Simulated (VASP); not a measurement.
A run of VASP 6.6.1:

The input INCAR:

```
PREC = Accurate ; ENCUT = 520
EDIFF = 1E-7 ; ISMEAR = 0
SIGMA = 0.2 ; LREAL = F
LASPH = T ; NELM = 80
ALGO = Normal ; ISIF = 2
LWAVE = F ; LCHARG = F
GGA = PE ; NBANDS = 51
```

Contents of KPOINTS:

```
regular mesh
0
Gamma
  5 5 2
```

The input POSCAR:

```
Ca3Sn3N2
1.0
    3.6494711676      0.0000000000      0.0000000000
    0.0000000000      3.6494711676      0.0000000000
    0.0000000000      0.0000000000     13.3801376366
Ca Sn N
3 3 2
Direct
    0.0000000000      0.0000000000      0.0000000000
    0.5000000000      0.5000000000      0.8154665830
    0.5000000000      0.5000000000      0.1845334170
    0.0000000000      0.0000000000      0.6571785166
    0.0000000000      0.0000000000      0.3428214834
    0.5000000000      0.5000000000      0.5000000000
    0.0000000000      0.0000000000      0.8189294851
    0.0000000000      0.0000000000      0.1810705149
```

Potentials or basis: VASP PAW PBE potentials, release 64 (Ca_sv, Sn_d, N).

Command:

```console
$ cat potpaw_PBE.64/Ca_sv/POTCAR potpaw_PBE.64/Sn_d/POTCAR potpaw_PBE.64/N/POTCAR > POTCAR
$ mpirun -np 1 vasp_std > vasp.out
```

Hardware: 1 thread of Intel(R) Xeon(R) 6975P-C (Granite Rapids), on a shared host.

Q: How long does it take, and how much memory?

A: It took 110 s on 1 thread of Intel(R) Xeon(R) 6975P-C (Granite Rapids), with other jobs on the host, peak memory 0.3 GiB. Counts: scf iterations 18, k points 12.
